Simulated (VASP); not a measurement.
The system is BaTiO3.

```
Ba Ti O
1.0
     3.98550    0.00000    0.00000
     0.00000    2.83690    2.84515
     0.00000   -2.83690    2.84515
Ba Ti O
1 1 3
Cartesian
  0.0000 0.0000 0.0000
  1.9928 0.0000 2.9157
  0.0000 0.0000 2.7735
  1.9928 -1.3804 4.2594
  1.9928 1.3804 4.2594
```

Base run:

* Program: VASP 6.6.1
* Functional: PBEsol
* Potentials or basis: VASP PAW PBE potentials, release 64 (Ba_sv, Ti_sv, O)
* Cutoff: 520 eV
* k mesh: 4 × 4 × 4
* Occupations: gaussian, width 0.01 eV
* Spin: no spin polarisation
* Hubbard terms: Ti d U = 4.5 eV

Its results: band gap on the k mesh 2.31 eV (least direct gap 2.56 eV); pressure 1.6 GPa; largest force 0.440 eV/Å.

Problem. After a change of settings the same cell gave: band gap on the k mesh 1.95 eV (least direct gap 2.17 eV); pressure -0.9 GPa; largest force 0.211 eV/Å. Which change was it?
A. hubbard terms from Ti d U = 4.5 eV to Ti d U = 3.0 eV
B. hubbard terms from Ti d U = 4.5 eV to Ti d U = 1.5 eV
C. hubbard terms from Ti d U = 4.5 eV to none; further incar settings from ALGO = Normal; EDIFF = 1e-07; NBANDS = 28 to ALGO = Normal; EDIFF = 1e-06; NBANDS = 28

Solution. B.

Caveats: the PAW data sets were made with another functional, which shifts forces and pressure a little; spin-orbit coupling is left out, which moves the levels of the heavy elements.
